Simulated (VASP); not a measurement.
Set up this calculation in VASP 6.6.1, as the native input.

| Property | Result |
| --- | --- |
| Task | single point |
| Functional | PBEsol |
| Potentials or basis | VASP PAW PBE potentials, release 64 (Ti_sv, C) |
| Cutoff | 520 eV |
| k mesh | 18 × 18 × 18 |
| Occupations | gaussian, width 0.15 eV |
| Spin | no spin polarisation |
| Dipole correction | no |
| Further INCAR settings | ALGO = Normal; EDIFF = 1e-06; NBANDS = 15 |

The structure of TiC lies in POSCAR:

```
TiC
1.0
    0.0000000000      2.1315400000      2.1315400000
    2.1315400000      0.0000000000      2.1315400000
    2.1315400000      2.1315400000      0.0000000000
Ti C
1 1
Direct
    0.0000000000      0.0000000000      0.0000000000
    0.5000000000      0.5000000000      0.5000000000
```

This cell differs from its parent crystal: strain -0.015 along x and y, -0.015 along z.

These files were run (other wordings do the same):

INCAR

```
SYSTEM = TiC
PREC = Accurate
ENCUT = 520
EDIFF = 1E-6
ISMEAR = 0
SIGMA = 0.15
LREAL = .False.
LASPH = .True.
NELM = 80
ALGO = Normal
ISIF = 2
LWAVE = .False.
LCHARG = .False.
GGA = PS
NBANDS = 15
```

KPOINTS

```
regular mesh
0
Gamma
  18 18 18
  0 0 0
```

Potentials or basis: VASP PAW PBE potentials, release 64 (Ti_sv, C).

Launch:

```console
$ cat potpaw_PBE.64/Ti_sv/POTCAR potpaw_PBE.64/C/POTCAR > POTCAR
$ mpirun -np 1 vasp_std > vasp.out
```

Results of the run:

| Property | Result |
| --- | --- |
| Pressure | 6.0 GPa |
| Band gap on the k mesh | zero (bands 8 and 9 overlap by 1.09 eV) |

Caveat: the cell differs from its parent crystal (strain -0.015 along x and y, -0.015 along z); the cell stands under pressure; the PAW data sets were made with another functional, which shifts forces and pressure a little.

It took 52 s on 1 thread of Intel Xeon 8259CL, on a shared host, peak memory 0.18 GiB.
